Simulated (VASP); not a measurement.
Set up this calculation in VASP 6.6.1, as the native input.

```yaml
Task: single point
Functional: PBEsol
Potentials_or_basis: VASP PAW PBE potentials, release 64 (Ge_d)
Cutoff: 520 eV
k_mesh: 10 × 10 × 10
Occupations: fermi-dirac, width 0.1 eV
Spin: no spin polarisation
Dipole_correction: no
Further_INCAR_settings: ALGO = Normal; EDIFF = 1e-06; NBANDS = 21
```

The structure of Ge lies in POSCAR:

```
Ge
1.0
   -2.5745000000      2.5745000000      1.3974000000
    2.5745000000     -2.5745000000      1.3974000000
    2.5745000000      2.5745000000     -1.3974000000
Ge
2
Direct
    0.2500000000      0.7500000000      0.5000000000
    0.5000000000      0.5000000000      0.0000000000
```

The input as run:

INCAR

```
PREC = Accurate
ENCUT = 520
EDIFF = 1E-6
ISMEAR = -1
SIGMA = 0.1
LREAL = F
LASPH = T
NELM = 100
ALGO = Normal
ISIF = 2
LWAVE = F
LCHARG = F
GGA = PS
NBANDS = 21
```

KPOINTS

```
regular mesh
0
Gamma
  10 10 10
```

Potentials or basis: VASP PAW PBE potentials, release 64 (Ge_d).

Launch:

```sh
$ cat potpaw_PBE.64/Ge_d/POTCAR > POTCAR
$ mpirun -np 1 vasp_std > vasp.out
```

Results of the run:

The pressure is -0.7 GPa and the band gap on the k mesh is zero (bands 14 and 15 overlap by 4.71 eV).

Caveat: the PAW data sets were made with another functional, which shifts forces and pressure a little.

Run time: 110 s on 1 thread of Intel Xeon 8259CL (shared host), peak memory 0.21 GiB.
